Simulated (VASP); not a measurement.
# Hf2Tl3Ag (P-4m2) in VASP: notebook, part 2 of 2

VASP 6.6.1. The steps go on from the part before.

## (3) Single point, PBE

File INCAR:

```
SYSTEM = Hf2Tl3Ag
PREC = Accurate
ENCUT = 520
EDIFF = 1E-7
ISMEAR = -1
SIGMA = 0.1
LREAL = .FALSE.
LASPH = .TRUE.
NELM = 60
ALGO = Normal
ISIF = 2
LWAVE = .FALSE.
LCHARG = .FALSE.
GGA = PE
NBANDS = 44
```

File KPOINTS:

```
Automatic mesh
0
Gamma
  5 5 2
  0.5 0.5 0.5
```

File POSCAR:

```
Hf2Tl3Ag
1.0
    4.0270870000      0.0000000000      0.0000000000
    0.0000000000      4.0270870000      0.0000000000
    0.0000000000      0.0000000000      8.8258890000
Tl Ag Hf
3 1 2
Direct
    0.5000000000      0.5000000000      0.0000000000
    0.0000000000      0.5000000000      0.3820000000
    0.5000000000      0.0000000000      0.6180000000
    0.0000000000      0.0000000000      0.0000000000
    0.0000000000      0.5000000000      0.7340000000
    0.5000000000      0.0000000000      0.2660000000
```

Potentials or basis: VASP PAW PBE potentials, release 64 (Tl_d, Ag, Hf_pv).

On the command line:

```console
cat potpaw_PBE.64/Tl_d/POTCAR potpaw_PBE.64/Ag/POTCAR potpaw_PBE.64/Hf_pv/POTCAR > POTCAR
mpirun -np 1 vasp_std > vasp.out
```

OUTCAR:

```text
SYSTEM = Hf2Tl3Ag
   PREC = Accurate
   ENCUT = 520
   EDIFF = 1E-7
   ISMEAR = -1
   LREAL = .FALSE.
   LASPH = .TRUE.
   NELM = 60
   ISIF = 2
   GGA = PE

 ion  position               nearest neighbor table
   1  0.500  0.500  0.000-   4 2.85   4 2.85   4 2.85   4 2.85   6 3.09   6 3.09   5 3.09   5 3.09
                             2 3.93   3 3.93   3 3.93   2 3.93
   2  0.000  0.500  0.382-   6 3.03   6 3.03   6 3.03   6 3.03   5 3.11   3 3.53   3 3.53   3 3.53
                             3 3.53   1 3.93   1 3.93
   3  0.500  0.000  0.618-   5 3.03   5 3.03   5 3.03   5 3.03   6 3.11   2 3.53   2 3.53   2 3.53
                             2 3.53   1 3.93   1 3.93
   4  0.000  0.000  0.000-   1 2.85   1 2.85   1 2.85   1 2.85   5 3.09   6 3.09   6 3.09   5 3.09

   5  0.000  0.500  0.734-   3 3.03   3 3.03   3 3.03   3 3.03   4 3.09   1 3.09   4 3.09   1 3.09
                             2 3.11
   6  0.500  0.000  0.266-   2 3.03   2 3.03   2 3.03   2 3.03   1 3.09   4 3.09   4 3.09   1 3.09
                             3 3.11

  LATTYP: Found a simple tetragonal cell.
 ALAT       =     4.0270870000
 C/A-ratio  =     2.1916310723

  Lattice vectors:

 A1 = (   4.0270870000,   0.0000000000,   0.0000000000)
 A2 = (   0.0000000000,   4.0270870000,   0.0000000000)
 A3 = (   0.0000000000,   0.0000000000,   8.8258890000)

[... 170 lines left out ...]
 k-point     1 :       0.1000    0.1000    0.2500
  band No.  band energies     occupation
      1     -24.9810      2.00000
      2     -24.9781      2.00000
      3     -24.8748      2.00000
      4     -24.8747      2.00000
      5     -24.8602      2.00000
      6     -24.8601      2.00000
[... 271 lines left out ...]
     43       9.4740      0.00000
     44       9.4740      0.00000

------------------------ aborting loop because EDIFF is reached ----------------------------------------

  FORCE on cell =-STRESS in cart. coord.  units (eV):
  Direction    XX          YY          ZZ          XY          YZ          ZX
  --------------------------------------------------------------------------------------
  -------------------------------------------------------------------------------------
  Total        2.8632196      2.8632196     -1.0837357      0.0000000      0.0000000     -0.0000000
  in kB       32.0497576     32.0497576    -12.1309130      0.0000000      0.0000000     -0.0000000
  external PRESSURE =      17.3228674 kB  Pullay stress =       0.0000000 kB

 VOLUME and BASIS-vectors are now :
 -----------------------------------------------------------------------------
  energy-cutoff  :      520.00
  volume of cell :      143.13
      direct lattice vectors                 reciprocal lattice vectors
     4.027087000  0.000000000  0.000000000     0.248318450  0.000000000  0.000000000
     0.000000000  4.027087000  0.000000000     0.000000000  0.248318450  0.000000000
     0.000000000  0.000000000  8.825889000     0.000000000  0.000000000  0.113303034

 POSITION                                       TOTAL-FORCE (eV/Angst)
 -----------------------------------------------------------------------------------
      2.01354      2.01354      0.00000        -0.000000      0.000000      0.000000
      0.00000      2.01354      3.37149        -0.000000     -0.000000     -0.167059
      2.01354      0.00000      5.45440         0.000000     -0.000000      0.167059
      0.00000      0.00000      0.00000        -0.000000     -0.000000      0.000000
      0.00000      2.01354      6.47820        -0.000000     -0.000000      0.192613
      2.01354      0.00000      2.34769        -0.000000     -0.000000     -0.192613
 -----------------------------------------------------------------------------------
    total drift:                                0.000000      0.000000     -0.000000

  FREE ENERGIE OF THE ION-ELECTRON SYSTEM (eV)
  ---------------------------------------------------
  free  energy   TOTEN  =       -26.4752628401 eV

  energy  without entropy=      -26.2373935974  energy(sigma->0) =      -26.35632822
```

Wall time 69 s (1 thread of Intel Xeon 8259CL, shared host); peak memory 0.26 GiB.

What came out:

- Free energy: -26.4753 eV
- Pressure: 1.7 GPa
- Largest force: 0.193 eV/Å
- Band gap on the k mesh: zero (bands 35 and 36 overlap by 0.36 eV)

Forces on the atoms (eV/Å):
```
Tl   0.000  0.000  0.000
Tl   0.000  0.000 -0.167
Tl   0.000  0.000  0.167
Ag   0.000  0.000  0.000
Hf   0.000  0.000  0.193
Hf   0.000  0.000 -0.193
```

Caveat: spin-orbit coupling is left out, which moves the levels of the heavy elements.

## (4) Single point, PBE

File INCAR:

```
PREC = Accurate ; ENCUT = 520
EDIFF = 1E-6 ; ISMEAR = -5
SIGMA = 0.1 ; LREAL = False
LASPH = True ; NELM = 80
ALGO = Normal ; ISIF = 2
LWAVE = False ; LCHARG = False
GGA = PE ; NBANDS = 44
```

File KPOINTS:

```
Automatic mesh
0
Gamma
  5 5 2
```

POSCAR is that of step 3.

On the command line:

```console
cat potpaw_PBE.64/Tl_d/POTCAR potpaw_PBE.64/Ag/POTCAR potpaw_PBE.64/Hf_pv/POTCAR > POTCAR
mpirun -np 1 vasp_std > vasp.out
```

Run time: 2.3 min. Hardware: 1 thread of Intel Xeon 8259CL, shared host; peak memory 0.28 GiB.

It converged, with:

- Free energy: -26.3050 eV
- Pressure: 1.6 GPa
- Largest force: 0.169 eV/Å
- Band gap on the k mesh: zero (bands 35 and 36 overlap by 0.48 eV)

Forces in eV/Å, atoms in the order of the input:
```
Tl   0.000  0.000  0.000
Tl   0.000  0.000 -0.006
Tl   0.000  0.000  0.006
Ag   0.000  0.000  0.000
Hf   0.000  0.000  0.169
Hf   0.000  0.000 -0.169
```

Stress tensor (GPa, compression positive):
```
 2.98  0.00  0.00
 0.00  2.98  0.00
 0.00  0.00 -1.26
```

Levels at points of the mesh, in eV from the Fermi level:
```
           k point  band 31  band 32  band 33  band 34  band 35  band 36  band 37  band 38  band 39  band 40
(0.00, 0.00, 0.00)    -1.59    -0.40    -0.37    -0.24    -0.24     1.19     1.19     1.54     1.54     2.07
(0.00, 0.00, 0.50)    -0.54    -0.34     0.06     0.06     0.09     0.22     0.22     1.36     2.10     2.14
```

Caveat: spin-orbit coupling is left out, which moves the levels of the heavy elements; tetrahedron occupations give inexact forces and stress in metals.

## (5) Overview

| k mesh | smearing | gap on the mesh (eV) | pressure (GPa) | largest force (eV/Å) |
| --- | --- | --- | --- | --- |
| 5 × 5 × 2 | fermi-dirac 0.1 eV | none | 1.9 | 0.26 |
| 5 × 5 × 2, shifted | fermi-dirac 0.1 eV | none | 1.7 | 0.19 |
| 5 × 5 × 2 | tetrahedron | none | 1.6 | 0.17 |

Alike in all rows: task single point; level PBE; potentials or basis VASP PAW PBE potentials, release 64 (Tl_d, Ag, Hf_pv); no spin polarisation; cell as given; cutoff (eV) 520.

Caveats: spin-orbit coupling is left out, which moves the levels of the heavy elements; tetrahedron occupations give inexact forces and stress in metals (at least some runs).

Absolute energies hang on the potentials; compare differences alone.
